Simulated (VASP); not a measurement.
Ti:

```xyz
1
Lattice="-1.6410 1.6410 1.6410 1.6410 -1.6410 1.6410 1.6410 1.6410 -1.6410" Properties=species:S:1:pos:R:3 pbc="T T T"
Ti    0.0000    0.0000    0.0000
```

```yaml
Program: VASP 6.6.1
Task: relaxation of cell and atoms
Functional: RPBE
Dispersion: D4
Potentials_or_basis: VASP PAW PBE potentials, release 64 (Ti_sv)
Cutoff: 600 eV
k_mesh: 11 × 11 × 11
Occupations: fermi-dirac, width 0.05 eV
Spin: no spin polarisation
```

At the start: pressure -2.7 GPa; volume 17.68 Å³/atom.

Problem. Where does the relaxation end?

Solution. Over 3 steps the energy falls by 4.3 meV/atom and the volume is 17.19 Å³/atom (-2.8 %); space group Im-3m (No. 229, to 0.05 Å).

Step by step:
```csv
step,energy change (eV),largest force (eV/Å),pressure (GPa),volume (Å³)
1,0.0000,0.0000,-2.73,17.68
2,-0.0029,0.0000,1.66,16.92
3,-0.0043,0.0000,0.00,17.19
```

Final structure:
```
Ti
1.0
    -1.62572    1.62572    1.62572
     1.62572   -1.62572    1.62572
     1.62572    1.62572   -1.62572
Ti
1
Cartesian
  0.0000 0.0000 0.0000
```

Caveat: the PAW data sets were made with another functional, which shifts forces and pressure a little; pairwise dispersion overbinds metals, which lowers pressure and volume.
